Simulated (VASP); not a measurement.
# Ge7Os (Fm-3m) in VASP: single point with PBE

Aim: the single point of Ge7Os with PBE.

All numbers are computed with VASP 6.6.1; they aren't measurements. Logs are shortened: lines on timing, memory, paths and dates and some standing lists are left out, and cuts for length are marked.

### 1 The cell of the first run

The structure is cubic, space group Fm-3m (No. 225). Conventional cell: a = 8.264 Å, b = 8.264 Å, c = 8.264 Å, α = 90.00°, β = 90.00°, γ = 90.00°. Ge (site symmetry m-3m) has 12 Ge at 2.92 Å within 3.8 Å. Within 3.8 Å of Ge (site symmetry mmm) lie 10 Ge at 2.92 Å and 2 Os at 2.92 Å. Os (site symmetry m-3m) has 12 Ge at 2.92 Å within 3.8 Å.

### 2 Single point, PBE

INCAR

```
  PREC = Accurate
  ENCUT = 520
  EDIFF = 1E-6
  ISMEAR = 0
  SIGMA = 0.1
  LREAL = F
  LASPH = T
  NELM = 100
  ALGO = Normal
  ISIF = 2
  LWAVE = F
  LCHARG = T
  GGA = PE
  LELF = T
  LVHAR = T
  NBANDS = 63
```

KPOINTS

```
regular mesh
0
Gamma
  4 4 4
```

POSCAR

```
Ge7Os
1.0
    0.0000000000      4.1321451500      4.1321451500
    4.1321451500      0.0000000000      4.1321451500
    4.1321451500      4.1321451500      0.0000000000
Ge Os
7 1
Direct
    0.5000000000      0.5000000000      0.5000000000
    0.5000000000      0.0000000000      0.0000000000
    0.5000000000      0.0000000000      0.5000000000
    0.0000000000      0.5000000000      0.5000000000
    0.0000000000      0.5000000000      0.0000000000
    0.5000000000      0.5000000000      0.0000000000
    0.0000000000      0.0000000000      0.5000000000
    0.0000000000      0.0000000000      0.0000000000
```

Potentials or basis: VASP PAW PBE potentials, release 64 (Ge_d, Os).

Launch:

```console
$ cat potpaw_PBE.64/Ge_d/POTCAR potpaw_PBE.64/Os/POTCAR > POTCAR
$ mpirun -np 1 vasp_std > vasp.out
```

OUTCAR:

```text
PREC = Accurate
   ENCUT = 520
   EDIFF = 1E-6
   ISMEAR = 0
   LREAL = F
   LASPH = T
   NELM = 100
   ISIF = 2
   GGA = PE

 ion  position               nearest neighbor table
   1  0.500  0.500  0.500-
   2  0.500  0.000  0.000-   8 2.92   8 2.92
   3  0.500  0.000  0.500-   8 2.92   8 2.92
   4  0.000  0.500  0.500-   8 2.92   8 2.92
   5  0.000  0.500  0.000-   8 2.92   8 2.92
   6  0.500  0.500  0.000-   8 2.92   8 2.92
   7  0.000  0.000  0.500-   8 2.92   8 2.92
   8  0.000  0.000  0.000-   2 2.92   5 2.92   7 2.92   3 2.92   4 2.92   7 2.92   4 2.92   5 2.92
                             6 2.92   2 2.92   3 2.92   6 2.92

  LATTYP: Found a face centered cubic cell.
 ALAT       =     8.2642903000

  Lattice vectors:

 A1 = (   0.0000000000,   4.1321451500,   4.1321451500)
 A2 = (   4.1321451500,   0.0000000000,   4.1321451500)
 A3 = (   4.1321451500,   4.1321451500,   0.0000000000)

Analysis of symmetry for initial positions (statically):
=====================================================================
 Subroutine PRICEL returns:
 Original cell was already a primitive cell.

 Routine SETGRP: Setting up the symmetry group for a
 face centered cubic supercell.

 Subroutine GETGRP returns: Found 48 space group operations
 (whereof 48 operations were pure point group operations)
 out of a pool of 48 trial point group operations.

The static configuration has the point symmetry O_h .

Analysis of symmetry for dynamics (positions and initial velocities):
=====================================================================
 Subroutine PRICEL returns:
 Original cell was already a primitive cell.

 Routine SETGRP: Setting up the symmetry group for a
 face centered cubic supercell.

 Subroutine GETGRP returns: Found 48 space group operations
 (whereof 48 operations were pure point group operations)
 out of a pool of 48 trial point group operations.

The dynamic configuration has the point symmetry O_h .

 Subroutine INISYM returns: Found 48 space group operations
 (whereof 48 operations are pure point group operations),
 and found     1 'primitive' translations

----------------------------------------------------------------------------------------

                                     Primitive cell

  volume of cell :     141.1096

  direct lattice vectors                    reciprocal lattice vectors
     0.000000000  4.132145150  4.132145150    -0.121002526  0.121002526  0.121002526
     4.132145150  0.000000000  4.132145150     0.121002526 -0.121002526  0.121002526
     4.132145150  4.132145150  0.000000000     0.121002526  0.121002526 -0.121002526

  length of vectors
     5.843735713  5.843735713  5.843735713     0.209582522  0.209582522  0.209582522

  position of ions in fractional coordinates (direct lattice)
     0.500000000  0.500000000  0.500000000
     0.500000000  0.000000000  0.000000000
     0.500000000  0.000000000  0.500000000
     0.000000000  0.500000000  0.500000000
     0.000000000  0.500000000  0.000000000
     0.500000000  0.500000000  0.000000000
     0.000000000  0.000000000  0.500000000
     0.000000000  0.000000000  0.000000000

  ion indices of the primitive-cell ions
   primitive index   ion index
                 1           1
                 2           2
                 3           3
                 4           4
                 5           5
                 6           6
                 7           7
                 8           8

----------------------------------------------------------------------------------------

 KPOINTS: regular mesh

Automatic generation of k-mesh.
 Grid dimensions read from file:
 generate k-points for:    4    4    4

 Generating k-lattice:

  Cartesian coordinates                     Fractional coordinates (reciprocal lattice)
    -0.030250631  0.030250631  0.030250631     0.250000000  0.000000000  0.000000000
     0.030250631 -0.030250631  0.030250631     0.000000000  0.250000000  0.000000000
     0.030250631  0.030250631 -0.030250631     0.000000000  0.000000000  0.250000000

  Length of vectors
     0.052395631  0.052395631  0.052395631

  Shift w.r.t. Gamma in fractional coordinates (k-lattice)
     0.000000000  0.000000000  0.000000000

 Subroutine IBZKPT returns following result:
 ===========================================

 Found      8 irreducible k-points:

 Following reciprocal coordinates:
            Coordinates               Weight
  0.000000  0.000000  0.000000      1.000000
  0.250000  0.000000  0.000000      8.000000
  0.500000  0.000000  0.000000      4.000000
  0.250000  0.250000  0.000000      6.000000
  0.500000  0.250000  0.000000     24.000000
 -0.250000  0.250000  0.000000     12.000000
  0.500000  0.500000  0.000000      3.000000
 -0.250000  0.500000  0.250000      6.000000
   k-points           NKPTS =      8   k-points in BZ     NKDIM =      8   number of bands    NBANDS=     63
   number of dos      NEDOS =    301   number of ions     NIONS =      8
   total plane-waves  NPLWV = 110592
   dimension x,y,z NGX =    48 NGY =   48 NGZ =   48
   dimension x,y,z NGXF=    96 NGYF=   96 NGZF=   96
   ions per type =               7   1
   NGX,Y,Z   is equivalent  to a cutoff of  13.66, 13.66, 13.66 a.u.
   NGXF,Y,Z  is equivalent  to a cutoff of  27.31, 27.31, 27.31 a.u.
 SYSTEM =  unknown system
   PREC   = accura    normal or accurate (medium, high low for compatibility)
   ISTART =      0    job   : 0-new  1-cont  2-samecut
   ICHARG =      2    charge: 1-file 2-atom 10-const
   ISPIN  =      1    spin polarized calculation?
   LNONCOLLINEAR =      F non collinear calculations
   LSORBIT =      F    spin-orbit coupling
   LASPH  =      T    aspherical Exc in radial PAW
   ENCUT  =  520.0 eV  38.22 Ry    6.18 a.u.  10.87 10.87 10.87*2*pi/ulx,y,z
   NELM   =    100;   NELMIN=  2; NELMDL= -5     # of ELM steps
   EDIFF  = 0.1E-05   stopping-criterion for ELM
   LREAL  =      F    real-space projection
   EDIFFG = 0.1E-04   stopping-criterion for IOM
   NSW    =      0    number of steps for IOM
   IBRION =     -1    ionic relax: 0-MD 1-quasi-New 2-CG
   NFREE  =      0    steps in history (QN), initial steepest desc. (CG)
   ISIF   =      2    stress and relaxation
   ISYM   =      2    0-nonsym 1-usesym 2-fastsym
   POTIM  = 0.5000    time-step for ionic-motion
   TEBEG  =    0.0;   TEEND  =   0.0 temperature during run
   PSTRESS=    0.0 pullay stress
   NELECT =     106.0000    total number of electrons
   NUPDOWN=      -1.0000    fix difference up-down
   EMIN   =  10.00;   EMAX   =-10.00  energy-range for DOS
   EFERMI =   0.00;   METHOD = LEGACY
   ISMEAR =     0;   SIGMA  =   0.10  broadening in eV -4-tet -1-fermi 0-gaus
   EFERMI_NEDOS =   21; number of points for ismear=-14 and -15
   IALGO  =     38    algorithm
   IMIX   =      4    mixing-type and parameters
     AMIX     =   0.40;   BMIX     =  1.00
     AMIX_MAG =   1.60;   BMIX_MAG =  1.00
  volume/ion in A,a.u.               =      17.64       119.03
  Fermi-wavevector in a.u.,A,eV,Ry     =   1.488188  2.812268 30.132883  2.214704
  Thomas-Fermi vector in A             =   2.601254
   LORBIT       =      0    0 simple, 1 ext, 2 COOP (PROOUT), +10 PAW based schemes
   GGA     = PE    functional components
   LHFCALC =     F    Hartree Fock is set to
   AEXX    =    0.0000 exact exchange contribution
   IVDW    =     0    specifies the selected vdW correction
   LEPSILON=     F    determine dielectric tensor
   LRPA    =     F    only Hartree local field effects (RPA)
 non-spin polarized calculation
 Gauss-broadening in eV      SIGMA  =   0.10
  energy-cutoff  :      520.00
  volume of cell :      141.11
 maximum number of plane-waves:      3839
 NGX is ok and might be reduce to    48
   NGX = 21   NGY = 21   NGZ = 21

 number of electron     105.9999991 magnetization

 Free energy of the ion-electron system (eV)
  ---------------------------------------------------
  ext. energy  EPLUGINS =         0.00000000
  ---------------------------------------------------
  free energy    TOTEN  =       -38.90397771 eV

  energy without entropy =      -38.87822060  energy(sigma->0) =      -38.89109916

 E-fermi :   7.2901     XC(G=0): -11.7728

 val. band max:        7.2801263587   @ k =   0.5000   0.5000   0.0000
 cond. band min:       7.3262666136   @ k =  -0.2500   0.5000   0.2500
 fundamental gap:      0.0461402549
 Fermi energy:         7.2900614532

 k-point     1 :       0.0000    0.0000    0.0000
  band No.  band energies     occupation
      1     -17.5226      2.00000
      2     -17.5226      2.00000
      3     -17.5226      2.00000
      4     -17.4973      2.00000
      5     -17.4842      2.00000
      6     -17.4842      2.00000
[... 55 lines left out ...]
     62      14.7535      0.00000
     63      14.7679      0.00000

 k-point     2 :       0.2500    0.0000    0.0000
  band No.  band energies     occupation
      1     -17.5100      2.00000
      2     -17.5100      2.00000
      3     -17.5100      2.00000
      4     -17.4836      2.00000
      5     -17.4758      2.00000
      6     -17.4758      2.00000
[... 55 lines left out ...]
     62      12.5849      0.00000
     63      12.5849      0.00000

 k-point     3 :       0.5000    0.0000    0.0000
  band No.  band energies     occupation
      1     -17.4973      2.00000
      2     -17.4973      2.00000
      3     -17.4945      2.00000
      4     -17.4829      2.00000
      5     -17.4610      2.00000
      6     -17.4610      2.00000
[... 319 lines left out ...]
     62      10.0623      0.00000
     63      13.1066      0.00000

 k-point     8 :      -0.2500    0.5000    0.2500
  band No.  band energies     occupation
      1     -17.4847      2.00000
      2     -17.4847      2.00000
      3     -17.4786      2.00000
      4     -17.4664      2.00000
      5     -17.4661      2.00000
      6     -17.4624      2.00000
[... 55 lines left out ...]
     62      10.4434      0.00000
     63      11.6342      0.00000

------------------------ aborting loop because EDIFF is reached ----------------------------------------

  FORCE on cell =-STRESS in cart. coord.  units (eV):
  Direction    XX          YY          ZZ          XY          YZ          ZX
  --------------------------------------------------------------------------------------
  -------------------------------------------------------------------------------------
  Total       -0.1366446     -0.1366446     -0.1366446     -0.0000000      0.0000000      0.0000000
  in kB       -1.5514808     -1.5514808     -1.5514808     -0.0000000      0.0000000      0.0000000
  external PRESSURE =      -1.5514808 kB  Pullay stress =       0.0000000 kB

 VOLUME and BASIS-vectors are now :
 -----------------------------------------------------------------------------
  energy-cutoff  :      520.00
  volume of cell :      141.11
      direct lattice vectors                 reciprocal lattice vectors
     0.000000000  4.132145150  4.132145150    -0.121002526  0.121002526  0.121002526
     4.132145150  0.000000000  4.132145150     0.121002526 -0.121002526  0.121002526
     4.132145150  4.132145150  0.000000000     0.121002526  0.121002526 -0.121002526

 POSITION                                       TOTAL-FORCE (eV/Angst)
 -----------------------------------------------------------------------------------
      4.13215      4.13215      4.13215        -0.000000      0.000000      0.000000
      0.00000      2.06607      2.06607         0.000000      0.000000      0.000000
      2.06607      4.13215      2.06607        -0.000000     -0.000000     -0.000000
      4.13215      2.06607      2.06607         0.000000      0.000000      0.000000
      2.06607      0.00000      2.06607        -0.000000      0.000000      0.000000
      2.06607      2.06607      4.13215        -0.000000     -0.000000     -0.000000
      2.06607      2.06607      0.00000        -0.000000      0.000000      0.000000
      0.00000      0.00000      0.00000        -0.000000      0.000000      0.000000
 -----------------------------------------------------------------------------------
    total drift:                                0.000000      0.000000      0.000000

  FREE ENERGIE OF THE ION-ELECTRON SYSTEM (eV)
  ---------------------------------------------------
  free  energy   TOTEN  =       -38.9039777137 eV

  energy  without entropy=      -38.8782206033  energy(sigma->0) =      -38.89109916
```

Run time: 56 s. Hardware: 1 thread of Intel Xeon 6975P-C (Granite Rapids), shared host; peak memory 0.34 GiB.

What came out:

```
Free energy            : -38.9040 eV
Pressure               : -0.2 GPa
Band gap on the k mesh : zero (band 53 reaches 7.54 eV, above the bottom of band 54 at 7.10 eV)
```

Caveat: spin-orbit coupling is left out, which moves the levels of the heavy elements.
